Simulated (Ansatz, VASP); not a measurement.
**Two plane-wave programs on NaHf**

Contents of INCAR:

```
SYSTEM = NaHf
  ALGO = Normal
  EDIFF = 1E-6
  ENCUT = 520
  GGA = PE
  ISIF = 2
  ISMEAR = 0
  LASPH = .TRUE.
  LCHARG = .TRUE.
  LELF = .TRUE.
  LREAL = .FALSE.
  LVHAR = .TRUE.
  LWAVE = .FALSE.
  NBANDS = 16
  NELM = 80
  PREC = Accurate
  SIGMA = 0.1
```

Contents of KPOINTS:

```
k-points
0
G
  6 6 4
  0 0 0
```

The input POSCAR:

```
NaHf
1.0
    3.1801798256      0.0000000000      0.0000000000
    0.0000000000      3.1801798256      0.0000000000
    0.0000000000      0.0000000000      4.1683071285
Na Hf
1 1
Direct
    0.5000000000      0.5000000000      0.5000000000
    0.0000000000      0.0000000000      0.0000000000
```

Input for Ansatz:

```yaml
crystal:
  lattice:
    - [3.1801798256, 0.0, 0.0]
    - [0.0, 3.1801798256, 0.0]
    - [0.0, 0.0, 4.1683071285]
  atoms:
    - { symbol: Na, position: [0.5, 0.5, 0.5] }
    - { symbol: Hf, position: [0.0, 0.0, 0.0] }
basis:
  ecutwfc: 420
kpoints:
  mp_grid: { grid: [6, 6, 4] }
hamiltonian:
  xc: pbe
scf:
  occupations: { method: gaussian, width: 0.1 }
  lower_state_search: "off"
output:
  forces: true
  stress: true
  eigenvalues: true
```

Alike in both runs: task single point; functional PBE; k mesh 6 × 6 × 4; occupations gaussian, width 0.1 eV; no spin polarisation.

|  | VASP | Ansatz |
| --- | --- | --- |
| version | VASP 6.6.1 | Ansatz 0.2.0 |
| potentials or method | VASP PAW PBE potentials, release 64 (Na_pv, Hf_pv), cutoff 520 eV | scalar-relativistic, plane waves, PAW |
| valence electrons in the cell | 17 | 35 |

```csv
,VASP,Ansatz,Ansatz less VASP
gap on the k mesh at the Fermi level (eV),none,none,-
pressure (GPa),8.0,8.0,+0.06
"traceless stress, the component that is largest in VASP (GPa)",3.95,3.93,-0.016
```

A gap of «none» marks a metal or a gap that the smearing closes. VASP's potentials hold 17 valence electrons a cell and Ansatz's 35, so a difference there can come from the potentials and not from the codes.

The k mesh is coarse, so the values compare programs but aren't converged. Neither program's run includes spin-orbit coupling.
